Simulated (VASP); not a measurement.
# Al9N: single point with PBEsol

The system is Al9N, a slab with vacuum.

```
CELL_PARAMETERS angstrom
2.83609 0.00000 0.00000
-1.41804 9.64010 0.00000
0.00000 0.00000 20.25238
ATOMIC_POSITIONS crystal
Al 0.53246 0.06491 0.19751
Al 0.67098 0.34196 0.24637
Al 0.29869 0.59737 0.25614
Al 0.92639 0.85278 0.26592
Al 0.06402 0.12775 0.31508
Al 0.20008 0.40410 0.37023
Al 0.82874 0.65948 0.37783
Al 0.45296 0.91125 0.38678
Al 0.59256 0.18164 0.43217
N 0.84256 0.68164 0.46470
```

```
Program             : VASP 6.6.1
Task                : single point
Functional          : PBEsol
Potentials or basis : VASP PAW PBE potentials, release 64 (Al, N)
Cutoff              : 520 eV
k mesh              : 9 × 3 × 1
Occupations         : gaussian, width 0.1 eV
Spin                : no spin polarisation
```

```json
{"Largest force": "1.078 eV/Å", "Band gap on the k mesh": "zero (bands 16 and 17 overlap by 0.62 eV)"}
```

Forces in eV/Å, atoms in the order of the input:
```
Al   0.018  0.089  0.066
Al   0.016  0.152 -0.010
Al  -0.016 -0.044  0.256
Al  -0.021 -0.186 -0.094
Al  -0.018  0.049 -0.018
Al  -0.003 -0.160 -0.012
Al  -0.009 -0.496 -0.957
Al   0.004 -0.371  0.653
Al   0.007  0.083  0.062
N    0.021  0.884  0.053
```

Levels at points of the mesh, in eV from the Fermi level:
| k point | band 12 | band 13 | band 14 | band 15 | band 16 | band 17 | band 18 | band 19 | band 20 | band 21 |
| --- | --- | --- | --- | --- | --- | --- | --- | --- | --- | --- |
| (0.00, 0.00, 0.00) | -2.03 | -1.74 | -1.62 | -1.25 | -0.01 | 0.36 | 1.04 | 1.33 | 2.07 | 2.80 |

It took 4.9 min on 1 thread of Intel(R) Xeon(R) 6975P-C (Granite Rapids), with other jobs on the host, peak memory 0.66 GiB.

Caveat: the PAW data sets were made with another functional, which shifts forces and pressure a little.
